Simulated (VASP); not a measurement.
A run of VASP 6.6.1 is set up as follows.

File INCAR:

```
SYSTEM = MgI2
ALGO = Normal
DIPOL = 0.5 0.5 0.404
EDIFF = 1E-6
ENCUT = 520
GGA = PE
IDIPOL = 3
ISIF = 2
ISMEAR = 0
IVDW = 12
LASPH = .True.
LCHARG = .False.
LDIPOL = .True.
LREAL = .False.
LWAVE = .False.
NBANDS = 25
NELM = 100
PREC = Accurate
SIGMA = 0.05
```

The input KPOINTS:

```
k-points
0
Gamma
  9 9 1
  0 0 0
```

POSCAR

```
MgI2
1.0
    4.1311066128      0.0000000000      0.0000000000
   -2.0655533064      3.5776432724      0.0000000000
    0.0000000000      0.0000000000     24.2265084657
I Mg
4 2
Direct
    0.3333333333      0.6666666667      0.1857469477
    0.6666666667      0.3333333333      0.3245723272
    0.8888888889      1.2222222222      0.4826636182
    1.2222222222      0.8888888889      0.6214889978
    0.0000000000      0.0000000000      0.2551596374
    0.5555555556      0.5555555556      0.5520763080
```

Potentials or basis: VASP PAW PBE potentials, release 64 (I, Mg).

Command:

```bash
$ cat potpaw_PBE.64/I/POTCAR potpaw_PBE.64/Mg/POTCAR > POTCAR
$ mpirun -np 1 vasp_std > vasp.out
```

(1) Estimate the dispersion energy per atom.

(2) What does it give for the band gap on the k mesh?

(3) What does it give for the largest force?

Answers

(1) -0.266 eV.

(2) 3.54 eV (least direct gap 3.93 eV).

(3) 0.061 eV/Å.

Caveat: the cell differs from its parent crystal (layers slid over each other); spin-orbit coupling is left out, which moves the levels of the heavy elements.
